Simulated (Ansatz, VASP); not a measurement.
**CdInS2 in VASP and in Ansatz**

```
CELL_PARAMETERS angstrom
3.64262 0.00000 0.00000
-1.82131 3.15460 0.00000
0.00000 0.00000 7.69139
ATOMIC_POSITIONS crystal
Cd 0.00000 0.00000 0.00000
In 0.00000 0.00000 0.50000
S 0.66667 0.33333 0.79452
S 0.33333 0.66667 0.20548
```

Alike in both runs: task single point; functional PBE; k mesh 12 × 12 × 6; occupations gaussian, width 0.15 eV; no spin polarisation.

|  | VASP | Ansatz |
| --- | --- | --- |
| version | VASP 6.6.1 | Ansatz 0.2.0 |
| potentials or method | VASP PAW PBE potentials, release 64 (Cd, In_d, S), cutoff 520 eV | scalar-relativistic, plane waves, PAW |
| valence electrons in the cell | 37 | 45 |

VASP gave:

```
gap on the k mesh at the Fermi level (eV)                     : none
pressure (GPa)                                                : 2.8
traceless stress, the component that is largest in VASP (GPa) : -8.53
rms of the force components (eV/Å)                            : 0.401
```

Problem. Estimate Ansatz's values.

Solution. gap on the k mesh at the Fermi level (eV): none; pressure (GPa): 2.6; traceless stress, the component that is largest in VASP (GPa): -8.53; rms of the force components (eV/Å): 0.380.

Atom by atom the forces differ by 0.021 eV/Å (rms over components). A gap of «none» marks a metal or a gap that the smearing closes. VASP's potentials hold 37 valence electrons a cell and Ansatz's 45, so a difference there can come from the potentials and not from the codes.
